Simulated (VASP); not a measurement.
InSb:

```
CELL_PARAMETERS angstrom
0.00000 3.27951 3.27951
3.27951 0.00000 3.27951
3.27951 3.27951 0.00000
ATOMIC_POSITIONS crystal
In 0.00000 0.00000 0.00000
Sb 0.25000 0.25000 0.25000
```

Base run:

- Program: VASP 6.6.1
- Functional: PBE
- Potentials or basis: VASP PAW PBE potentials, release 64 (In_d, Sb)
- Cutoff: 520 eV
- k mesh: 6 × 6 × 6
- Occupations: fermi-dirac, width 0.02 eV
- Spin: no spin polarisation

Its results: band gap on the k mesh zero (filled and empty bands touch); pressure 1.4 GPa.

Q: The run is repeated on the same cell with these changes: functional from PBE to r2SCAN; further incar settings from ALGO = Normal; EDIFF = 1e-07; NBANDS = 16 to ALGO = Normal; EDIFF = 1e-06; NBANDS = 16. What comes out?

A: Band gap on the k mesh 0.01 eV; pressure 0.0 GPa.

Caveats: semilocal functionals underestimate gaps, and a narrow one can read as zero; spin-orbit coupling is left out, which moves the levels of the heavy elements; the smearing spreads over this small gap (at least some runs); the PAW data sets were made with another functional, which shifts forces and pressure a little (at least some runs).

